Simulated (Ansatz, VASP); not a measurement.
BaS in VASP and in Ansatz

The input INCAR:

```
PREC = Accurate
ENCUT = 520
EDIFF = 1E-7
ISMEAR = 0
SIGMA = 0.1
LREAL = F
LASPH = T
NELM = 100
ALGO = Normal
ISIF = 2
LWAVE = F
LCHARG = F
GGA = PE
NBANDS = 24
```

The input KPOINTS:

```
Automatic mesh
0
Gamma
  4 4 4
```

Contents of POSCAR:

```
BaS
1.0
    6.5116014000      0.0000000000      0.0000000000
    0.0000000000      3.2506672900      3.0747817200
    0.0000000000     -3.2506672900      3.0747817200
Ba S
2 2
Direct
    0.7500000000      0.4343993300      0.1205803400
    0.2500000000      0.1205803400      0.4343993300
    0.2500000000      0.4316274800      0.0133928500
    0.7500000000      0.0133928500      0.4316274800
```

Input for Ansatz:

```yaml
crystal:
  lattice:
    - [6.5116014, 0.0, 0.0]
    - [0.0, 3.25066729, 3.07478172]
    - [0.0, -3.25066729, 3.07478172]
  atoms:
    - { symbol: Ba, position: [0.75, 0.43439933, 0.12058034] }
    - { symbol: Ba, position: [0.25, 0.12058034, 0.43439933] }
    - { symbol: S, position: [0.25, 0.43162748, 0.01339285] }
    - { symbol: S, position: [0.75, 0.01339285, 0.43162748] }
basis:
  ecutwfc: 420
kpoints:
  mp_grid: { grid: [4, 4, 4] }
hamiltonian:
  xc: pbe
scf:
  occupations: { method: gaussian, width: 0.1 }
  lower_state_search: "off"
output:
  forces: true
  stress: true
  eigenvalues: true
```

Alike in both runs: task single point; functional PBE; k mesh 4 × 4 × 4; occupations gaussian, width 0.1 eV; no spin polarisation.

```csv
,VASP,Ansatz
version,VASP 6.6.1,Ansatz 0.2.0
potentials or method,"VASP PAW PBE potentials, release 64 (Ba_sv, S), cutoff 520 eV","scalar-relativistic, plane waves, PAW"
valence electrons in the cell,32,32
```

Ansatz gave:

* gap on the k mesh at the Fermi level (eV): 2.28
* least direct gap on the mesh (eV): 2.28
* pressure (GPa): 13.9
* traceless stress, the component that is largest in VASP (GPa): 20.18
* rms of the force components (eV/Å): 3.328

Which values does VASP return?

gap on the k mesh at the Fermi level (eV): 2.21; least direct gap on the mesh (eV): 2.21; pressure (GPa): 15.5; traceless stress, the component that is largest in VASP (GPa): 22.35; rms of the force components (eV/Å): 3.669.

Atom by atom the forces differ by 0.342 eV/Å (rms over components). The functional is the same, so the differences come from potentials, cutoffs and numerics.

Spin-orbit coupling is off throughout.
